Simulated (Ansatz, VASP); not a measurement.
V: VASP beside Ansatz

```
V
1.0
     0.00000    2.65681    2.65681
     2.65681    0.00000    2.65681
     2.65681    2.65681    0.00000
V
2
Cartesian
  0.6642 0.6642 0.6642
  4.6494 4.6494 4.6494
```

Alike in both runs: task single point; functional PBE; k mesh 17 × 17 × 17; occupations fermi-dirac, width 0.1 eV; no spin polarisation.

|  | VASP | Ansatz |
| --- | --- | --- |
| version | VASP 6.6.1 | Ansatz 0.2.0 |
| potentials or method | VASP PAW PBE potentials, release 64 (V_sv), cutoff 520 eV | plane waves (420 eV) with PAW, scalar-relativistic |
| valence electrons in the cell | 26 | 26 |

Ansatz gave:

| Item | Value |
| --- | --- |
| pressure (GPa) | 0.0 |

**Question.** What did VASP give for the same quantities?

**Answer.** Pressure (GPa): 0.4.
